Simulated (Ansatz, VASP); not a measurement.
One calculation of TiO2, two programs

```xyz
6
Lattice="2.6996 -2.6997 -0.0197 2.6996 2.6997 -0.0197 -2.6623 0.0000 4.9074" Properties=species:S:1:pos:R:3 pbc="T T T"
Ti    2.0341    2.0244    1.2071
Ti    0.7029   -2.0244    3.6608
O    -0.6500   -0.6745    3.2336
O     3.3870    0.6745    1.6343
O     2.0559   -0.6745    4.0880
O     0.6811    0.6745    0.7799
```

Alike in both runs: task single point; functional PBE; k mesh 6 × 6 × 6; occupations gaussian, width 0.02 eV; no spin polarisation; Hubbard terms Ti d U = 4.0 eV.

|  | VASP | Ansatz |
| --- | --- | --- |
| version | VASP 6.6.1 | Ansatz 0.2.0 |
| potentials or method | VASP PAW PBE potentials, release 64 (Ti_sv, O), cutoff 520 eV | scalar-relativistic, plane waves, PAW |
| valence electrons in the cell | 48 | 48 |

Ansatz gave:

```
gap on the k mesh at the Fermi level (eV) : 2.68
least direct gap on the mesh (eV)         : 2.92
```

Q: Which values does VASP return?

A: gap on the k mesh at the Fermi level (eV): 2.72; least direct gap on the mesh (eV): 2.97.

The programs project onto different local orbitals, so the same U acts differently, and such runs can settle in different states.
